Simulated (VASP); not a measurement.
Set up this calculation in VASP 6.6.1, as the native input.

```
Task                   : single point
Functional             : PBE
Potentials or basis    : VASP PAW PBE potentials, release 64 (Zr_sv)
Cutoff                 : 520 eV
k mesh                 : 18 × 18 × 18
Occupations            : fermi-dirac, width 0.1 eV
Spin                   : no spin polarisation
Dipole correction      : no
Further INCAR settings : ALGO = Normal; EDIFF = 1e-06; NBANDS = 12
```

The structure of Zr lies in POSCAR:

```
Zr
1.0
    2.9134844215      0.0000000000      0.0000000000
    0.0000000000      2.9134844215      0.0000000000
    0.0000000000      0.0000000000      2.9134844215
Zr
1
Direct
    0.0000000000      0.0000000000      0.0000000000
```

One way to write it, as run:

INCAR

```
PREC = Accurate
ENCUT = 520
EDIFF = 1E-6
ISMEAR = -1
SIGMA = 0.1
LREAL = F
LASPH = T
NELM = 60
ALGO = Normal
ISIF = 2
LWAVE = F
LCHARG = F
GGA = PE
NBANDS = 12
```

KPOINTS

```
regular mesh
0
Gamma
  18 18 18
```

Potentials or basis: VASP PAW PBE potentials, release 64 (Zr_sv).

Run with:

```bash
$ cat potpaw_PBE.64/Zr_sv/POTCAR > POTCAR
$ mpirun -np 1 vasp_std > vasp.out
```

It gave:

The pressure is 0.2 GPa and the band gap on the k mesh is zero (band 6 reaches 9.01 eV, above the bottom of band 7 at 6.34 eV).

Wall time 26 s on 1 thread of Intel Xeon 6975P-C (shared host), peak memory 0.18 GiB.
